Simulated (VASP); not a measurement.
# HgTe (F-43m) in VASP: a series of runs, part 2 of 2

VASP 6.6.1. Earlier steps stand in the parts before.

### 3 Single point, PBE (37.93 Å³/atom)

This run uses another cell than the first one, of 37.93 Å³/atom.

INCAR reads:

```
  PREC = Accurate
  ENCUT = 500
  EDIFF = 1E-6
  ISMEAR = -1
  SIGMA = 0.02
  LREAL = F
  LASPH = T
  NELM = 120
  ALGO = Normal
  ISIF = 2
  LWAVE = F
  LCHARG = F
  GGA = PE
  NBANDS = 16
  GGA_COMPAT = F
```

KPOINTS reads:

```
regular mesh
0
Gamma
  6 6 6
```

POSCAR reads:

```
HgTe
1.0
    0.0000000000      3.3597962121      3.3597962121
    3.3597962121      0.0000000000      3.3597962121
    3.3597962121      3.3597962121      0.0000000000
Hg Te
1 1
Direct
    0.0000000000      0.0000000000      0.0000000000
    0.2500000000      0.2500000000      0.2500000000
```

Potentials or basis: VASP PAW PBE potentials, release 64 (Hg, Te).

Launch:

```console
> cat potpaw_PBE.64/Hg/POTCAR potpaw_PBE.64/Te/POTCAR > POTCAR
> mpirun -np 1 vasp_std > vasp.out
```

OUTCAR:

```text
PREC = Accurate
   ENCUT = 500
   EDIFF = 1E-6
   ISMEAR = -1
   LREAL = F
   LASPH = T
   NELM = 120
   ISIF = 2
   GGA = PE

 ion  position               nearest neighbor table
   1  0.000  0.000  0.000-   2 2.91   2 2.91   2 2.91   2 2.91
   2  0.250  0.250  0.250-   1 2.91   1 2.91   1 2.91   1 2.91

  LATTYP: Found a face centered cubic cell.
 ALAT       =     6.7195924242

  Lattice vectors:

 A1 = (   0.0000000000,   3.3597962121,   3.3597962121)
 A2 = (   3.3597962121,   0.0000000000,   3.3597962121)
 A3 = (   3.3597962121,   3.3597962121,   0.0000000000)

Analysis of symmetry for initial positions (statically):
=====================================================================
 Subroutine PRICEL returns:
 Original cell was already a primitive cell.

 Routine SETGRP: Setting up the symmetry group for a
 face centered cubic supercell.

 Subroutine GETGRP returns: Found 24 space group operations
 (whereof 24 operations were pure point group operations)
 out of a pool of 48 trial point group operations.

The static configuration has the point symmetry T_d .
[... 148 lines left out ...]
  free energy    TOTEN  =        -3.63609102 eV

  energy without entropy =       -3.63573714  energy(sigma->0) =       -3.63591408

 E-fermi :   1.9640     XC(G=0):  -8.2190

 val. band max:        1.9501323150   @ k =   0.0000   0.0000   0.0000
 cond. band min:       2.6286606469   @ k =   0.1667   0.0000   0.0000
 fundamental gap:      0.6785283319
 Fermi energy:         1.9639986877

 k-point     1 :       0.0000    0.0000    0.0000
  band No.  band energies     occupation
      1      -9.2772      2.00000
      2      -4.7981      2.00000
      3      -4.7981      2.00000
      4      -4.7981      2.00000
      5      -4.3989      2.00000
      6      -4.3989      2.00000
[... 281 lines left out ...]
      3      -4.5864      2.00000
      4      -4.4806      2.00000
      5      -4.3828      2.00000
      6      -3.9812      2.00000
[... 8 lines left out ...]
     15      12.5008      0.00000
     16      12.7285      0.00000

------------------------ aborting loop because EDIFF is reached ----------------------------------------

  FORCE on cell =-STRESS in cart. coord.  units (eV):
  Direction    XX          YY          ZZ          XY          YZ          ZX
  --------------------------------------------------------------------------------------
  -------------------------------------------------------------------------------------
  Total       -0.4182852     -0.4182852     -0.4182852     -0.0000000     -0.0000000     -0.0000000
  in kB       -8.8351574     -8.8351574     -8.8351574     -0.0000000     -0.0000000     -0.0000000
  external PRESSURE =      -8.8351574 kB  Pullay stress =       0.0000000 kB

 VOLUME and BASIS-vectors are now :
 -----------------------------------------------------------------------------
  energy-cutoff  :      500.00
  volume of cell :       75.85
      direct lattice vectors                 reciprocal lattice vectors
     0.000000000  3.359796212  3.359796212    -0.148818550  0.148818550  0.148818550
     3.359796212  0.000000000  3.359796212     0.148818550 -0.148818550  0.148818550
     3.359796212  3.359796212  0.000000000     0.148818550  0.148818550 -0.148818550

 POSITION                                       TOTAL-FORCE (eV/Angst)
 -----------------------------------------------------------------------------------
      0.00000      0.00000      0.00000        -0.000000      0.000000     -0.000000
      1.67990      1.67990      1.67990         0.000000     -0.000000      0.000000
 -----------------------------------------------------------------------------------
    total drift:                               -0.000000     -0.000000      0.000000

  FREE ENERGIE OF THE ION-ELECTRON SYSTEM (eV)
  ---------------------------------------------------
  free  energy   TOTEN  =        -3.6360910164 eV

  energy  without entropy=       -3.6357371374  energy(sigma->0) =       -3.63591408
```

It took 12 s on 1 thread of AMD EPYC 9R45 (Zen 5), shared host; peak memory 0.18 GiB.

What came out:

| Item | Value |
| --- | --- |
| Free energy | -3.6361 eV |
| Pressure | -0.9 GPa |
| Band gap on the k mesh | zero (filled and empty bands touch) |

Caveat: semilocal functionals underestimate gaps, so a narrow gap can read as zero; spin-orbit coupling is left out, which moves the levels of the heavy elements.

### 4 Single point, PBE (39.03 Å³/atom)

This run uses another cell than the first one, of 39.03 Å³/atom.

INCAR reads:

```
SYSTEM = HgTe
PREC = Accurate ; ENCUT = 500
EDIFF = 1E-6 ; ISMEAR = -1
SIGMA = 0.02 ; LREAL = .False.
LASPH = .True. ; NELM = 120
ALGO = Normal ; ISIF = 2
LWAVE = .False. ; LCHARG = .False.
GGA = PE ; NBANDS = 16
GGA_COMPAT = .False.
```

KPOINTS reads:

```
Automatic mesh
0
Gamma
  6 6 6
  0 0 0
```

POSCAR reads:

```
HgTe
1.0
    0.0000000000      3.3921039269      3.3921039269
    3.3921039269      0.0000000000      3.3921039269
    3.3921039269      3.3921039269      0.0000000000
Hg Te
1 1
Direct
    0.0000000000      0.0000000000      0.0000000000
    0.2500000000      0.2500000000      0.2500000000
```

Launch:

```console
> cat potpaw_PBE.64/Hg/POTCAR potpaw_PBE.64/Te/POTCAR > POTCAR
> mpirun -np 1 vasp_std > vasp.out
```

Run time: 12 s. Hardware: 1 thread of AMD EPYC 9R45 (Zen 5), shared host; peak memory 0.18 GiB.

It converged, with:

* Free energy: -3.6187 eV
* Pressure: -1.7 GPa
* Band gap on the k mesh: zero (filled and empty bands touch)

Levels at points of the mesh, in eV from the Fermi level:
```
           k point  band 7  band 8  band 9  band 10  band 11  band 12
(0.00, 0.00, 0.00)   -1.07   -0.01   -0.01    -0.01     4.44     4.44
(0.50, 0.00, 0.00)   -4.63   -0.74   -0.74     0.68     5.13     5.13
(0.50, 0.50, 0.00)   -4.70   -1.73   -1.73     1.87     2.83     7.73
```

Caveat: semilocal functionals underestimate gaps, so a narrow gap can read as zero; spin-orbit coupling is left out, which moves the levels of the heavy elements.

### 5 Single point, r2SCAN (33.45 Å³/atom)

This run uses another cell than the first one, of 33.45 Å³/atom.

POSCAR reads:

```
HgTe
1.0
    0.0000000000      3.2220519719      3.2220519719
    3.2220519719      0.0000000000      3.2220519719
    3.2220519719      3.2220519719      0.0000000000
Hg Te
1 1
Direct
    0.0000000000      0.0000000000      0.0000000000
    0.2500000000      0.2500000000      0.2500000000
```

INCAR.step1 reads:

```
SYSTEM = HgTe
PREC = Accurate
ENCUT = 550
ISMEAR = -1
SIGMA = 0.02
LREAL = .FALSE.
LASPH = .TRUE.
NELM = 120
NBANDS = 16
GGA = PE
ALGO = Normal
EDIFF = 1E-5
LWAVE = .TRUE.
LCHARG = .FALSE.
GGA_COMPAT = .FALSE.
```

INCAR.step2 reads:

```
SYSTEM = HgTe
PREC = Accurate
ENCUT = 550
EDIFF = 1E-6
ISMEAR = -1
SIGMA = 0.02
LREAL = .FALSE.
LASPH = .TRUE.
NELM = 120
ALGO = Normal
ISIF = 2
LWAVE = .FALSE.
LCHARG = .TRUE.
METAGGA = R2SCAN
LMIXTAU = .TRUE.
LELF = .TRUE.
LVHAR = .TRUE.
NBANDS = 16
ISTART = 1
GGA_COMPAT = .FALSE.
```

KPOINTS reads:

```
Automatic mesh
0
G
  6 6 6
  0 0 0
```

Launch:

```console
> cat potpaw_PBE.64/Hg/POTCAR potpaw_PBE.64/Te/POTCAR > POTCAR
> cp INCAR.step1 INCAR
> mpirun -np 1 vasp_std > vasp.out
> cp INCAR.step2 INCAR
> mpirun -np 1 vasp_std > vasp.out
```

Wall time 61 s (1 thread of AMD EPYC 9R45 (Zen 5), shared host); peak memory 0.19 GiB.

The run converged. Its results:

- Free energy: -75.1164 eV
- Pressure: 2.9 GPa
- Band gap on the k mesh: zero (filled and empty bands touch)

Levels at points of the mesh, in eV from the Fermi level:
```
           k point  band 6  band 7  band 8  band 9  band 10  band 11  band 12  band 13
(0.00, 0.00, 0.00)   -7.13   -0.40   -0.01   -0.01    -0.01     4.53     4.53     4.53
(0.50, 0.00, 0.00)   -6.80   -5.73   -1.06   -1.06     0.94     5.35     5.35     7.15
(0.50, 0.50, 0.00)   -6.63   -5.66   -2.41   -2.41     2.06     2.69     8.74     9.47
```

Caveat: semilocal functionals underestimate gaps, so a narrow gap can read as zero; the PAW data sets were made with another functional, which shifts forces and pressure a little; spin-orbit coupling is left out, which moves the levels of the heavy elements.

### 6 Summary

| level | cell | cutoff (eV) | gap on the mesh (eV) | pressure (GPa) |
| --- | --- | --- | --- | --- |
| PBE | a = 4.705 Å, angles 60.0°, 2 atoms | 500 | none | 0.1 |
| PBE | a = 4.751 Å, angles 60.0°, 2 atoms | 500 | none | -0.9 |
| PBE | a = 4.797 Å, angles 60.0°, 2 atoms | 500 | none | -1.7 |
| r2SCAN | a = 4.557 Å, angles 60.0°, 2 atoms | 550 | none | 2.9 |

Alike in all rows: task single point; potentials or basis VASP PAW PBE potentials, release 64 (Hg, Te); no spin polarisation; k mesh 6 × 6 × 6; smearing fermi-dirac 0.02 eV.

Caveats: semilocal functionals underestimate gaps, so a narrow gap can read as zero; spin-orbit coupling is left out, which moves the levels of the heavy elements; the PAW data sets were made with another functional, which shifts forces and pressure a little (at least some runs).

Absolute energies hang on the potentials; compare differences alone.
